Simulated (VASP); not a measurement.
# Ge (Cmcm) in VASP: a series of runs

The runs below take Ge through single point, with PBE, PBE+D3(BJ), LDA.

Everything below comes from runs of VASP 6.6.1. Logs are shortened: lines on timing, memory, paths and dates and some standing lists are left out, and cuts for length are marked.

**1. The cell of the first run**

The structure is orthorhombic, space group Cmcm (No. 63). The conventional cell has a = 2.976 Å, b = 5.189 Å, c = 4.728 Å, α = 90.00°, β = 90.00°, γ = 90.00°. Within 3.9 Å of Ge (site symmetry m2m) lie 12 Ge at 2.92 to 2.99 Å.

**2. Single point, PBE**

Contents of INCAR:

```
SYSTEM = Ge
ALGO = Normal ; EDIFF = 1E-7
ENCUT = 520 ; GGA = PE
ISIF = 2 ; ISMEAR = 0
ISYM = 0 ; LASPH = .True.
LCHARG = .False. ; LREAL = .False.
LWAVE = .False. ; NBANDS = 21
NELM = 80 ; PREC = Accurate
SIGMA = 0.1
```

Contents of KPOINTS:

```
k-points
0
Gamma
  7 6 1
  0 0 0
```

Contents of POSCAR:

```
Ge
1.0
    1.4880529250     -2.5946896100      0.0000000000
    1.4880529250      2.5946896100      0.0000000000
    0.0000000000      0.0000000000      4.7275957900
Ge
2
Direct
    0.6665533700      0.3334466300      0.2500000000
    0.3334466300      0.6665533700      0.7500000000
```

Potentials or basis: VASP PAW PBE potentials, release 64 (Ge_d).

Command:

```
> cat potpaw_PBE.64/Ge_d/POTCAR > POTCAR
> mpirun -np 1 vasp_std > vasp.out
```

OUTCAR:

```text
SYSTEM = Ge
   EDIFF = 1E-7
   ENCUT = 520
   GGA = PE
   ISIF = 2
   ISMEAR = 0
   ISYM = 0
   LASPH = .True.
   LREAL = .False.
   NELM = 80
   PREC = Accurate

 ion  position               nearest neighbor table
   1  0.667  0.333  0.250-
   2  0.333  0.667  0.750-

IMPORTANT INFORMATION: All symmetrisations will be switched off!
NOSYMM: (Re-)initialisation of all symmetry stuff for point group C_1.

----------------------------------------------------------------------------------------

                                     Primitive cell

  volume of cell :      36.5068

  direct lattice vectors                    reciprocal lattice vectors
     1.488052925 -2.594689610  0.000000000     0.336009554 -0.192701277  0.000000000
     1.488052925  2.594689610  0.000000000     0.336009554  0.192701277  0.000000000
     0.000000000  0.000000000  4.727595790     0.000000000  0.000000000  0.211524006

  length of vectors
     2.991106096  2.991106096  4.727595790     0.387345069  0.387345069  0.211524006

  position of ions in fractional coordinates (direct lattice)
     0.666553370  0.333446630  0.250000000
     0.333446630  0.666553370  0.750000000

  ion indices of the primitive-cell ions
   primitive index   ion index
                 1           1
                 2           2

----------------------------------------------------------------------------------------

 KPOINTS: k-points

Automatic generation of k-mesh.
 Grid dimensions read from file:
 generate k-points for:    7    6    1

 Generating k-lattice:

  Cartesian coordinates                     Fractional coordinates (reciprocal lattice)
     0.048001365 -0.027528754  0.000000000     0.142857143  0.000000000  0.000000000
     0.056001592  0.032116879  0.000000000     0.000000000  0.166666667  0.000000000
     0.000000000  0.000000000  0.211524006     0.000000000  0.000000000  1.000000000

  Length of vectors
     0.055335010  0.064557512  0.211524006

  Shift w.r.t. Gamma in fractional coordinates (k-lattice)
     0.000000000  0.000000000  0.000000000

 -----------------------------------------------------------------------------
|                                                                             |
|           W    W    AA    RRRRR   N    N  II  N    N   GGGG   !!!           |
|           W    W   A  A   R    R  NN   N  II  NN   N  G    G  !!!           |
|           W    W  A    A  R    R  N N  N  II  N N  N  G       !!!           |
[... 63 lines left out ...]
   NELM   =     80;   NELMIN=  2; NELMDL= -5     # of ELM steps
   EDIFF  = 0.1E-06   stopping-criterion for ELM
   LREAL  =      F    real-space projection
   EDIFFG = 0.1E-05   stopping-criterion for IOM
   NSW    =      0    number of steps for IOM
   IBRION =     -1    ionic relax: 0-MD 1-quasi-New 2-CG
   NFREE  =      0    steps in history (QN), initial steepest desc. (CG)
   ISIF   =      2    stress and relaxation
   ISYM   =      0    0-nonsym 1-usesym 2-fastsym
   POTIM  = 0.5000    time-step for ionic-motion
   TEBEG  =    0.0;   TEEND  =   0.0 temperature during run
   PSTRESS=    0.0 pullay stress
   NELECT =      28.0000    total number of electrons
   NUPDOWN=      -1.0000    fix difference up-down
   EMIN   =  10.00;   EMAX   =-10.00  energy-range for DOS
   EFERMI =   0.00;   METHOD = LEGACY
   ISMEAR =     0;   SIGMA  =   0.10  broadening in eV -4-tet -1-fermi 0-gaus
   EFERMI_NEDOS =   21; number of points for ismear=-14 and -15
   IALGO  =     38    algorithm
   IMIX   =      4    mixing-type and parameters
     AMIX     =   0.40;   BMIX     =  1.00
     AMIX_MAG =   1.60;   BMIX_MAG =  1.00
  volume/ion in A,a.u.               =      18.25       123.18
  Fermi-wavevector in a.u.,A,eV,Ry     =   1.498544  2.831837 30.553703  2.245634
  Thomas-Fermi vector in A             =   2.610289
   LORBIT       =      0    0 simple, 1 ext, 2 COOP (PROOUT), +10 PAW based schemes
   GGA     = PE    functional components
   LHFCALC =     F    Hartree Fock is set to
   AEXX    =    0.0000 exact exchange contribution
   IVDW    =     0    specifies the selected vdW correction
   LEPSILON=     F    determine dielectric tensor
   LRPA    =     F    only Hartree local field effects (RPA)
 non-spin polarized calculation
 Gauss-broadening in eV      SIGMA  =   0.10
  energy-cutoff  :      520.00
  volume of cell :       36.51
 maximum number of plane-waves:      1005
 NGX is ok and might be reduce to    24
   NGX = 11   NGY = 11   NGZ = 17

 number of electron      28.0000012 magnetization

 Free energy of the ion-electron system (eV)
  ---------------------------------------------------
  ext. energy  EPLUGINS =         0.00000000
  ---------------------------------------------------
  free energy    TOTEN  =        -7.93137372 eV

  energy without entropy =       -7.92370783  energy(sigma->0) =       -7.92754077

 E-fermi :   6.5359     XC(G=0): -11.4643

 val. band max:        6.4658959259   @ k =   0.1429   0.5000   0.0000
 cond. band min:       6.5658408859   @ k =   0.1429   0.3333   0.0000
 fundamental gap:      0.0999449600
 Fermi energy:         6.5358822945

 k-point     1 :       0.0000    0.0000    0.0000
  band No.  band energies     occupation
      1     -17.5940      2.00000
      2     -17.5890      2.00000
      3     -17.5846      2.00000
      4     -17.5803      2.00000
      5     -17.5663      2.00000
      6     -17.5536      2.00000
[... 517 lines left out ...]
     20      17.0385      0.00000
     21      20.9745      0.00000

------------------------ aborting loop because EDIFF is reached ----------------------------------------

  FORCE on cell =-STRESS in cart. coord.  units (eV):
  Direction    XX          YY          ZZ          XY          YZ          ZX
  --------------------------------------------------------------------------------------
  -------------------------------------------------------------------------------------
  Total       -2.6903156     -3.2686550     10.0237162      0.6986774     -0.0000040     -0.0000101
  in kB     -118.0700350   -143.4516503    439.9114045     30.6628970     -0.0001765     -0.0004441
  external PRESSURE =      59.4632397 kB  Pullay stress =       0.0000000 kB

 VOLUME and BASIS-vectors are now :
 -----------------------------------------------------------------------------
  energy-cutoff  :      520.00
  volume of cell :       36.51
      direct lattice vectors                 reciprocal lattice vectors
     1.488052925 -2.594689610  0.000000000     0.336009554 -0.192701277  0.000000000
     1.488052925  2.594689610  0.000000000     0.336009554  0.192701277  0.000000000
     0.000000000  0.000000000  4.727595790     0.000000000  0.000000000  0.211524006

 POSITION                                       TOTAL-FORCE (eV/Angst)
 -----------------------------------------------------------------------------------
      1.48805     -0.86431      1.18190         0.098275     -0.005904      0.000012
      1.48805      0.86431      3.54570        -0.098275      0.005904     -0.000012
 -----------------------------------------------------------------------------------
    total drift:                               -0.000038     -0.000007      0.000008

  FREE ENERGIE OF THE ION-ELECTRON SYSTEM (eV)
  ---------------------------------------------------
  free  energy   TOTEN  =        -7.9313737199 eV

  energy  without entropy=       -7.9237078251  energy(sigma->0) =       -7.92754077
```

OSZICAR:

```text
N       E                     dE             d eps       ncg     rms          rms(c)
DAV:   1     0.175271648615E+03    0.17527E+03   -0.14446E+04  1069   0.386E+03
DAV:   2     0.152510689790E+02   -0.16002E+03   -0.15468E+03   924   0.580E+02
DAV:   3    -0.736005101035E+01   -0.22611E+02   -0.22375E+02  1042   0.131E+02
DAV:   4    -0.795358827364E+01   -0.59354E+00   -0.59322E+00  1082   0.243E+01
DAV:   5    -0.796222303627E+01   -0.86348E-02   -0.86345E-02  1064   0.325E+00    0.164E+00
DAV:   6    -0.794128436179E+01    0.20939E-01   -0.17187E-02  1285   0.213E+00    0.904E-01
DAV:   7    -0.793162358180E+01    0.96608E-02   -0.12283E-02  1302   0.155E+00    0.768E-02
DAV:   8    -0.793136220589E+01    0.26138E-03   -0.12240E-03  1100   0.585E-01    0.278E-02
DAV:   9    -0.793137241476E+01   -0.10209E-04   -0.33918E-05  1130   0.781E-02    0.615E-03
DAV:  10    -0.793137380455E+01   -0.13898E-05   -0.19469E-06  1312   0.348E-02    0.127E-03
DAV:  11    -0.793137371988E+01    0.84673E-07   -0.10584E-07   786   0.150E-02
   1 F= -.79313737E+01 E0= -.79275408E+01  d E =-.766589E-02
```

stdout:

```text
POSCAR found type information on POSCAR Ge
 POSCAR found :  1 types and       2 ions
 scaLAPACK will be used
 LDA part: xc-table for (Slater+PW92), standard interpolation
 -----------------------------------------------------------------------------
|                                                                             |
|           W    W    AA    RRRRR   N    N  II  N    N   GGGG   !!!           |
|           W    W   A  A   R    R  NN   N  II  NN   N  G    G  !!!           |
|           W    W  A    A  R    R  N N  N  II  N N  N  G       !!!           |
|           W WW W  AAAAAA  RRRRR   N  N N  II  N  N N  G  GGG   !            |
|           WW  WW  A    A  R   R   N   NN  II  N   NN  G    G                |
|           W    W  A    A  R    R  N    N  II  N    N   GGGG   !!!           |
|                                                                             |
|     Your reciprocal lattice and k-lattice belong to different lattice       |
|     classes:                                                                |
|                                                                             |
|        The reciprocal lattice is base centered orthorhombic,                |
|        whereas your k-lattice is simple monoclinic.                         |
|                                                                             |
|     Results are often still useful ...                                      |
|                                                                             |
 -----------------------------------------------------------------------------

 POSCAR, INCAR and KPOINTS ok, starting setup
 FFT: planning ... GRIDC
 FFT: planning ... GRID_SOFT
 FFT: planning ... GRID
 WAVECAR not read
 entering main loop
```

Wall time 16 s (1 thread of AMD EPYC 7R43 (Zen 3), shared host); peak memory 0.12 GiB.

What came out:

```
Free energy            : -7.9314 eV
Pressure               : 5.9 GPa
Largest force          : 0.098 eV/Å
Band gap on the k mesh : zero (band 14 reaches 13.68 eV, above the bottom of band 15 at 5.66 eV)
```

Forces in eV/Å, atoms in the order of the input:
```
Ge   0.098 -0.006  0.000
Ge  -0.098  0.006  0.000
```

Caveat: the k points lie up to 1.33 Å⁻¹ apart.

[end of part 1 of 2]
